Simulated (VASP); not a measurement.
# CoSi (rocksalt type) (Fm-3m) in VASP: notebook

The runs below take CoSi (rocksalt type) through single point, with PBE.

Everything below comes from runs of VASP 6.6.1. Logs are shortened: lines on timing, memory, paths and dates and some standing lists are left out, and cuts for length are marked.

**1. The cell of the first run**

Symmetry: Fm-3m, No. 225, cubic system. Conventional cell: a = 4.551 Å, b = 4.551 Å, c = 4.551 Å, α = 90.00°, β = 90.00°, γ = 90.00°. Co (site symmetry m-3m) has 6 Si at 2.28 Å within 3.0 Å. Si (site symmetry m-3m) has 6 Co at 2.28 Å within 3.0 Å.

**2. Single point, PBE (11.78 Å³/atom)**

File INCAR:

```
  PREC = Accurate
  ENCUT = 520
  EDIFF = 1E-7
  ISMEAR = -1
  SIGMA = 0.05
  LREAL = F
  LASPH = T
  NELM = 100
  ALGO = Normal
  ISIF = 2
  LWAVE = F
  LCHARG = F
  GGA = PE
  NBANDS = 14
```

File KPOINTS:

```
Automatic mesh
0
Gamma
  15 15 15
```

File POSCAR:

```
CoSi
1.0
    0.0000000000      2.2756058916      2.2756058916
    2.2756058916      0.0000000000      2.2756058916
    2.2756058916      2.2756058916      0.0000000000
Co Si
1 1
Direct
    0.0000000000      0.0000000000      0.0000000000
    0.5000000000      0.5000000000      0.5000000000
```

Potentials or basis: VASP PAW PBE potentials, release 64 (Co, Si).

The run is started by

```console
$ cat potpaw_PBE.64/Co/POTCAR potpaw_PBE.64/Si/POTCAR > POTCAR
$ mpirun -np 1 vasp_std > vasp.out
```

OUTCAR:

```text
PREC = Accurate
   ENCUT = 520
   EDIFF = 1E-7
   ISMEAR = -1
   LREAL = F
   LASPH = T
   NELM = 100
   ISIF = 2
   GGA = PE

 ion  position               nearest neighbor table
   1  0.000  0.000  0.000-   2 2.28   2 2.28   2 2.28   2 2.28   2 2.28   2 2.28
   2  0.500  0.500  0.500-   1 2.28   1 2.28   1 2.28   1 2.28   1 2.28   1 2.28

  LATTYP: Found a face centered cubic cell.
 ALAT       =     4.5512117832

  Lattice vectors:

 A1 = (   0.0000000000,   2.2756058916,   2.2756058916)
 A2 = (   2.2756058916,   0.0000000000,   2.2756058916)
 A3 = (   2.2756058916,   2.2756058916,   0.0000000000)

Analysis of symmetry for initial positions (statically):
=====================================================================
 Subroutine PRICEL returns:
 Original cell was already a primitive cell.

 Routine SETGRP: Setting up the symmetry group for a
 face centered cubic supercell.

 Subroutine GETGRP returns: Found 48 space group operations
 (whereof 48 operations were pure point group operations)
 out of a pool of 48 trial point group operations.

The static configuration has the point symmetry O_h .

Analysis of symmetry for dynamics (positions and initial velocities):
=====================================================================
 Subroutine PRICEL returns:
 Original cell was already a primitive cell.

 Routine SETGRP: Setting up the symmetry group for a
 face centered cubic supercell.

 Subroutine GETGRP returns: Found 48 space group operations
 (whereof 48 operations were pure point group operations)
 out of a pool of 48 trial point group operations.

The dynamic configuration has the point symmetry O_h .

 Subroutine INISYM returns: Found 48 space group operations
 (whereof 48 operations are pure point group operations),
 and found     1 'primitive' translations

----------------------------------------------------------------------------------------

                                     Primitive cell

  volume of cell :      23.5679

  direct lattice vectors                    reciprocal lattice vectors
     0.000000000  2.275605892  2.275605892    -0.219721702  0.219721702  0.219721702
     2.275605892  0.000000000  2.275605892     0.219721702 -0.219721702  0.219721702
     2.275605892  2.275605892  0.000000000     0.219721702  0.219721702 -0.219721702

  length of vectors
     3.218192715  3.218192715  3.218192715     0.380569152  0.380569152  0.380569152

  position of ions in fractional coordinates (direct lattice)
     0.000000000  0.000000000  0.000000000
     0.500000000  0.500000000  0.500000000

  ion indices of the primitive-cell ions
   primitive index   ion index
                 1           1
                 2           2

----------------------------------------------------------------------------------------

 KPOINTS: Automatic mesh

Automatic generation of k-mesh.
 Grid dimensions read from file:
 generate k-points for:   15   15   15

 Generating k-lattice:

  Cartesian coordinates                     Fractional coordinates (reciprocal lattice)
    -0.014648113  0.014648113  0.014648113     0.066666667  0.000000000  0.000000000
     0.014648113 -0.014648113  0.014648113     0.000000000  0.066666667  0.000000000
     0.014648113  0.014648113 -0.014648113     0.000000000  0.000000000  0.066666667

  Length of vectors
     0.025371277  0.025371277  0.025371277

  Shift w.r.t. Gamma in fractional coordinates (k-lattice)
     0.000000000  0.000000000  0.000000000

 Subroutine IBZKPT returns following result:
 ===========================================

 Found    120 irreducible k-points:

 Following reciprocal coordinates:
            Coordinates               Weight
  0.000000  0.000000  0.000000      1.000000
  0.066667  0.000000  0.000000      8.000000
  0.133333  0.000000  0.000000      8.000000
  0.200000  0.000000  0.000000      8.000000
  0.266667  0.000000  0.000000      8.000000
  0.333333  0.000000  0.000000      8.000000
[... 16 lines left out ...]
  0.133333  0.133333  0.000000      6.000000
  0.200000  0.133333  0.000000     24.000000
 [... further k-points ...]
   k-points           NKPTS =    120   k-points in BZ     NKDIM =    120   number of bands    NBANDS=     14
   number of dos      NEDOS =    301   number of ions     NIONS =      2
   total plane-waves  NPLWV =  13824
   dimension x,y,z NGX =    24 NGY =   24 NGZ =   24
   dimension x,y,z NGXF=    48 NGYF=   48 NGZF=   48
   ions per type =               1   1
   NGX,Y,Z   is equivalent  to a cutoff of  12.40, 12.40, 12.40 a.u.
   NGXF,Y,Z  is equivalent  to a cutoff of  24.80, 24.80, 24.80 a.u.
 SYSTEM =  unknown system
   PREC   = accura    normal or accurate (medium, high low for compatibility)
   ISTART =      0    job   : 0-new  1-cont  2-samecut
   ICHARG =      2    charge: 1-file 2-atom 10-const
   ISPIN  =      1    spin polarized calculation?
   LNONCOLLINEAR =      F non collinear calculations
   LSORBIT =      F    spin-orbit coupling
   LASPH  =      T    aspherical Exc in radial PAW
   ENCUT  =  520.0 eV  38.22 Ry    6.18 a.u.   5.98  5.98  5.98*2*pi/ulx,y,z
   NELM   =    100;   NELMIN=  2; NELMDL= -5     # of ELM steps
   EDIFF  = 0.1E-06   stopping-criterion for ELM
   LREAL  =      F    real-space projection
   EDIFFG = 0.1E-05   stopping-criterion for IOM
   NSW    =      0    number of steps for IOM
   IBRION =     -1    ionic relax: 0-MD 1-quasi-New 2-CG
   NFREE  =      0    steps in history (QN), initial steepest desc. (CG)
   ISIF   =      2    stress and relaxation
   ISYM   =      2    0-nonsym 1-usesym 2-fastsym
   POTIM  = 0.5000    time-step for ionic-motion
   TEBEG  =    0.0;   TEEND  =   0.0 temperature during run
   PSTRESS=    0.0 pullay stress
   NELECT =      13.0000    total number of electrons
   NUPDOWN=      -1.0000    fix difference up-down
   EMIN   =  10.00;   EMAX   =-10.00  energy-range for DOS
   EFERMI =   0.00;   METHOD = LEGACY
   ISMEAR =    -1;   SIGMA  =   0.05  broadening in eV -4-tet -1-fermi 0-gaus
   EFERMI_NEDOS =   21; number of points for ismear=-14 and -15
   IALGO  =     38    algorithm
   IMIX   =      4    mixing-type and parameters
     AMIX     =   0.40;   BMIX     =  1.00
     AMIX_MAG =   1.60;   BMIX_MAG =  1.00
  volume/ion in A,a.u.               =      11.78        79.52
  Fermi-wavevector in a.u.,A,eV,Ry     =   1.342607  2.537159 24.525774  1.802593
  Thomas-Fermi vector in A             =   2.470747
   LORBIT       =      0    0 simple, 1 ext, 2 COOP (PROOUT), +10 PAW based schemes
   GGA     = PE    functional components
   LHFCALC =     F    Hartree Fock is set to
   AEXX    =    0.0000 exact exchange contribution
   IVDW    =     0    specifies the selected vdW correction
   LEPSILON=     F    determine dielectric tensor
   LRPA    =     F    only Hartree local field effects (RPA)
 non-spin polarized calculation
  energy-cutoff  :      520.00
  volume of cell :       23.57
 maximum number of plane-waves:       650
   NGX = 11   NGY = 11   NGZ = 11

 number of electron      13.0000006 magnetization

 Free energy of the ion-electron system (eV)
  ---------------------------------------------------
  ext. energy  EPLUGINS =         0.00000000
  ---------------------------------------------------
  free energy    TOTEN  =       -12.21729002 eV

  energy without entropy =      -12.20643507  energy(sigma->0) =      -12.21186254

 E-fermi :  10.8664     XC(G=0): -12.3873

 val. band max:       10.8544218358   @ k =  -0.3333   0.2000   0.0000
 cond. band min:      10.8752939756   @ k =  -0.3333   0.2667   0.0000
 fundamental gap:      0.0208721399
 Fermi energy:        10.8664298349

 k-point     1 :       0.0000    0.0000    0.0000
  band No.  band energies     occupation
      1      -1.8942      2.00000
      2       8.7014      2.00000
      3       8.7014      2.00000
      4       8.7014      2.00000
      5       8.8220      2.00000
      6       8.8220      2.00000
      7      15.6016      0.00000
      8      15.6016      0.00000
      9      15.6016      0.00000
     10      21.9346      0.00000
     11      21.9346      0.00000
     12      21.9346      0.00000
     13      22.9519      0.00000
     14      26.0847      0.00000

 k-point     2 :       0.0667    0.0000    0.0000
  band No.  band energies     occupation
      1      -1.7982      2.00000
      2       8.6271      2.00000
      3       8.7021      2.00000
      4       8.7021      2.00000
      5       8.8005      2.00000
      6       8.8005      2.00000
      7      15.1739      0.00000
      8      15.6728      0.00000
      9      15.6728      0.00000
     10      21.2591      0.00000
     11      21.9926      0.00000
     12      21.9926      0.00000
     13      23.9216      0.00000
     14      25.6681      0.00000

 k-point     3 :       0.1333    0.0000    0.0000
  band No.  band energies     occupation
      1      -1.5118      2.00000
      2       8.3915      2.00000
      3       8.5630      2.00000
      4       8.5630      2.00000
      5       8.8917      2.00000
      6       8.8917      2.00000
      7      14.1425      0.00000
      8      15.8663      0.00000
      9      15.8663      0.00000
     10      20.4958      0.00000
     11      22.0496      0.00000
     12      22.0496      0.00000
     13      24.5120      0.00000
     14      24.5120      0.00000
[... 324 lines left out ...]
 k-point    23 :       0.1333    0.1333    0.0000
  band No.  band energies     occupation
      1      -1.3875      2.00000
      2       8.3067      2.00000
      3       8.4704      2.00000
      4       8.7562      2.00000
      5       8.7562      2.00000
      6       8.9037      2.00000
      7      14.8919      0.00000
      8      14.8919      0.00000
      9      15.5396      0.00000
     10      20.0428      0.00000
     11      21.7301      0.00000
     12      22.6006      0.00000
     13      22.6006      0.00000
     14      26.0853      0.00000

 k-point    24 :       0.2000    0.1333    0.0000
  band No.  band energies     occupation
      1      -1.0450      2.00000
      2       8.0245      2.00000
      3       8.2735      2.00000
      4       8.6689      2.00000
      5       8.8529      2.00000
      6       9.0452      2.00000
      7      13.9630      0.00000
      8      14.6455      0.00000
      9      15.9648      0.00000
     10      19.7659      0.00000
     11      20.3616      0.00000
     12      22.7913      0.00000
     13      22.8798      0.00000
     14      26.6505      0.00000

 [... further k-points ...]

------------------------ aborting loop because EDIFF is reached ----------------------------------------

  FORCE on cell =-STRESS in cart. coord.  units (eV):
  Direction    XX          YY          ZZ          XY          YZ          ZX
  --------------------------------------------------------------------------------------
  -------------------------------------------------------------------------------------
  Total        2.0199628      2.0199628      2.0199628      0.0000000     -0.0000000     -0.0000000
  in kB      137.3196907    137.3196907    137.3196907      0.0000000     -0.0000000     -0.0000000
  external PRESSURE =     137.3196907 kB  Pullay stress =       0.0000000 kB

 VOLUME and BASIS-vectors are now :
 -----------------------------------------------------------------------------
  energy-cutoff  :      520.00
  volume of cell :       23.57
      direct lattice vectors                 reciprocal lattice vectors
     0.000000000  2.275605892  2.275605892    -0.219721702  0.219721702  0.219721702
     2.275605892  0.000000000  2.275605892     0.219721702 -0.219721702  0.219721702
     2.275605892  2.275605892  0.000000000     0.219721702  0.219721702 -0.219721702

 POSITION                                       TOTAL-FORCE (eV/Angst)
 -----------------------------------------------------------------------------------
      0.00000      0.00000      0.00000         0.000000     -0.000000     -0.000000
      2.27561      2.27561      2.27561        -0.000000      0.000000      0.000000
 -----------------------------------------------------------------------------------
    total drift:                                0.000000     -0.000000     -0.000000

  FREE ENERGIE OF THE ION-ELECTRON SYSTEM (eV)
  ---------------------------------------------------
  free  energy   TOTEN  =       -12.2172900155 eV

  energy  without entropy=      -12.2064350675  energy(sigma->0) =      -12.21186254
```

Wall time 46 s (1 thread of Intel Xeon 8259CL, shared host); peak memory 0.17 GiB.

Results:

```
Free energy            : -12.2173 eV
Pressure               : 13.7 GPa
Band gap on the k mesh : zero (an odd number of electrons rules out a gap without spin polarisation)
```

Caveat: the cell stands under pressure; the run has no spin polarisation, though such a crystal can be magnetic.

**3. Single point, PBE**

File INCAR:

```
SYSTEM = CoSi
PREC = Accurate
ENCUT = 520
EDIFF = 1E-7
ISMEAR = -1
SIGMA = 0.05
LREAL = .FALSE.
LASPH = .TRUE.
NELM = 80
ALGO = Normal
ISIF = 2
LWAVE = .FALSE.
LCHARG = .FALSE.
GGA = PE
NBANDS = 14
```

File KPOINTS:

```
Automatic mesh
0
G
  15 15 15
  0 0 0
```

File POSCAR:

```
CoSi
1.0
    0.0000000000      2.2746774544      2.2746774544
    2.2746774544      0.0000000000      2.2746774544
    2.2746774544      2.2746774544      0.0000000000
Co Si
1 1
Direct
    0.0000000000      0.0000000000      0.0000000000
    0.5000000000      0.5000000000      0.5000000000
```

Potentials or basis: VASP PAW PBE potentials, release 64 (Co, Si).

The run is started by

```console
$ cat potpaw_PBE.64/Co/POTCAR potpaw_PBE.64/Si/POTCAR > POTCAR
$ mpirun -np 1 vasp_std > vasp.out
```

Run time: 50 s. Hardware: 1 thread of Intel Xeon 8259CL, shared host; peak memory 0.17 GiB.

It converged, with:

| Property | Result |
| --- | --- |
| Free energy | -12.2148 eV |
| Pressure | 14.0 GPa |
| Band gap on the k mesh | zero (an odd number of electrons rules out a gap without spin polarisation) |

Levels at points of the mesh, in eV from the Fermi level:
| k point | band 3 | band 4 | band 5 | band 6 | band 7 | band 8 | band 9 | band 10 |
| --- | --- | --- | --- | --- | --- | --- | --- | --- |
| (0.00, 0.00, 0.00) | -2.17 | -2.17 | -2.05 | -2.05 | 4.74 | 4.74 | 4.74 | 11.07 |

Caveat: the cell stands under pressure; the run has no spin polarisation, though such a crystal can be magnetic. Spin polarisation is off, so any magnetic state and its effect on volume and gap are missing.

**4. Single point, PBE**

File INCAR:

```
PREC = Accurate ; ENCUT = 520
EDIFF = 1E-6 ; ISMEAR = -1
SIGMA = 0.05 ; LREAL = F
LASPH = T ; NELM = 80
ALGO = Normal ; ISIF = 2
LWAVE = F ; LCHARG = F
GGA = PE ; NBANDS = 14
```

File KPOINTS:

```
regular mesh
0
Gamma
  15 15 15
```

POSCAR is that of step 3.

The run is started by

```console
$ cat potpaw_PBE.64/Co/POTCAR potpaw_PBE.64/Si/POTCAR > POTCAR
$ mpirun -np 1 vasp_std > vasp.out
```

Wall time 43 s (1 thread of Intel Xeon 8259CL, shared host); peak memory 0.17 GiB.

It converged, with:

```yaml
Free_energy: -12.2148 eV
Pressure: 14.0 GPa
Band_gap_on_the_k_mesh: zero (an odd number of electrons rules out a gap without spin polarisation)
```

Levels at points of the mesh, in eV from the Fermi level:
```
           k point  band 2  band 3  band 4  band 5  band 6  band 7  band 8  band 9  band 10  band 11
(0.00, 0.00, 0.00)   -2.17   -2.17   -2.17   -2.05   -2.05    4.74    4.74    4.74    11.07    11.07
```

Caveat: the cell stands under pressure; the run has no spin polarisation, though such a crystal can be magnetic.

**5. Single point, PBE**

This run uses another cell than the first one, of 12.67 Å³/atom.

File INCAR:

```
SYSTEM = CoSi
PREC = Accurate
ENCUT = 520
EDIFF = 1E-6
ISMEAR = -1
SIGMA = 0.05
LREAL = .False.
LASPH = .True.
NELM = 80
ALGO = Normal
ISIF = 2
LWAVE = .False.
LCHARG = .True.
GGA = PE
LELF = .True.
LVHAR = .True.
NBANDS = 14
```

File KPOINTS:

```
Automatic mesh
0
Gamma
  15 15 15
  0 0 0
```

File POSCAR:

```
CoSi
1.0
    0.0000000000      2.3313245300      2.3313245300
    2.3313245300      0.0000000000      2.3313245300
    2.3313245300      2.3313245300      0.0000000000
Co Si
1 1
Direct
    0.0000000000      0.0000000000      0.0000000000
    0.5000000000      0.5000000000      0.5000000000
```

The run is started by

```console
$ cat potpaw_PBE.64/Co/POTCAR potpaw_PBE.64/Si/POTCAR > POTCAR
$ mpirun -np 1 vasp_std > vasp.out
```

Run time: 96 s. Hardware: 1 thread of Intel Xeon 8259CL, shared host; peak memory 0.19 GiB.

The run converged. Its results:

- Free energy: -12.2885 eV
- Pressure: 0.0 GPa
- Band gap on the k mesh: zero (an odd number of electrons rules out a gap without spin polarisation)

Levels at points of the mesh, in eV from the Fermi level:
| k point | band 3 | band 4 | band 5 | band 6 | band 7 | band 8 | band 9 | band 10 |
| --- | --- | --- | --- | --- | --- | --- | --- | --- |
| (0.00, 0.00, 0.00) | -1.90 | -1.90 | -1.81 | -1.81 | 4.39 | 4.39 | 4.39 | 10.74 |

Caveat: the run has no spin polarisation, though such a crystal can be magnetic. Spin polarisation is off, so any magnetic state and its effect on volume and gap are missing.

**6. Overview**

```csv
cell,gap on the mesh (eV),pressure (GPa)
"a = 3.218 Å, angles 60.0°, 2 atoms",none,13.7
"a = 3.217 Å, angles 60.0°, 2 atoms",none,14.0
"a = 3.297 Å, angles 60.0°, 2 atoms",none,0.0
```

Alike in all rows: task single point; level PBE; potentials or basis VASP PAW PBE potentials, release 64 (Co, Si); no spin polarisation; k mesh 15 × 15 × 15; cutoff (eV) 520; smearing fermi-dirac 0.05 eV.

Caveats: the run has no spin polarisation, though such a crystal can be magnetic; the cell stands under pressure (at least some runs).

Total energies depend on the potentials used, so only differences within one code and one set of settings carry meaning.
